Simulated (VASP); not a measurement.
Here is a VASP 6.6.1 calculation.

Contents of INCAR:

```
PREC = Accurate ; ENCUT = 520
EDIFF = 1E-6 ; ISMEAR = 0
SIGMA = 0.15 ; LREAL = F
LASPH = T ; NELM = 80
ALGO = Fast ; ISIF = 2
LWAVE = F ; LCHARG = T
LELF = T ; LVHAR = T
NBANDS = 18
```

The input KPOINTS:

```
Automatic mesh
0
Gamma
  16 16 16
```

Contents of POSCAR:

```
TiAl3
1.0
   -1.8717407836      1.8717407836      4.0914381789
    1.8717407836     -1.8717407836      4.0914381789
    1.8717407836      1.8717407836     -4.0914381789
Ti Al
1 3
Direct
    0.0000000000      0.0000000000      0.0000000000
    0.5000000000      0.5000000000      0.0000000000
    0.7500000000      0.2500000000      0.5000000000
    0.2500000000      0.7500000000      0.5000000000
```

Potentials or basis: VASP PAW LDA potentials, release 64 (Ti_sv, Al).

Run with:

```bash
$ cat potpaw_LDA.64/Ti_sv/POTCAR potpaw_LDA.64/Al/POTCAR > POTCAR
$ mpirun -np 1 vasp_std > vasp.out
```

(1) What does it give for the pressure?

(2) Predict the band gap on the k mesh.

Answers

(1) 7.3 GPa.

(2) zero (an odd number of electrons rules out a gap without spin polarisation).

Caveat: the stress differs along the axes, from 6 to 11 GPa.
